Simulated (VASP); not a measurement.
Wanted: the native input for a VASP 6.6.1 run.

* Task: single point
* Functional: PBE
* Potentials or basis: VASP PAW PBE potentials, release 64 (Rh_pv)
* Cutoff: 520 eV
* k mesh: 22 × 22 × 22
* Occupations: gaussian, width 0.15 eV
* Spin: no spin polarisation
* Dipole correction: no
* Further INCAR settings: ALGO = Fast; EDIFF = 1e-06; NBANDS = 14

The structure of Rh lies in POSCAR:

```
Rh
1.0
    0.0000000000      2.1523782764      1.3542764115
    2.1523782764      0.0000000000      1.3542764115
    2.1523782764      2.1523782764      0.0000000000
Rh
1
Direct
    0.0000000000      0.0000000000      0.0000000000
```

This cell differs from its parent crystal: volume 12.548 Å^3 an atom, c/a of the conventional cell 0.6292.

One way to write it, as run:

INCAR

```
PREC = Accurate ; ENCUT = 520
EDIFF = 1E-6 ; ISMEAR = 0
SIGMA = 0.15 ; LREAL = False
LASPH = True ; NELM = 80
ALGO = Fast ; ISIF = 2
LWAVE = False ; LCHARG = False
GGA = PE ; NBANDS = 14
```

KPOINTS

```
Automatic mesh
0
Gamma
  22 22 22
```

Potentials or basis: VASP PAW PBE potentials, release 64 (Rh_pv).

Launch:

```bash
$ cat potpaw_PBE.64/Rh_pv/POTCAR > POTCAR
$ mpirun -np 1 vasp_std > vasp.out
```

It gave:

```json
{
 "Pressure": "46.3 GPa"
}
```

It took 54 s on 1 thread of Intel(R) Xeon(R) 6975P-C (Granite Rapids), on a shared host, peak memory 0.24 GiB.
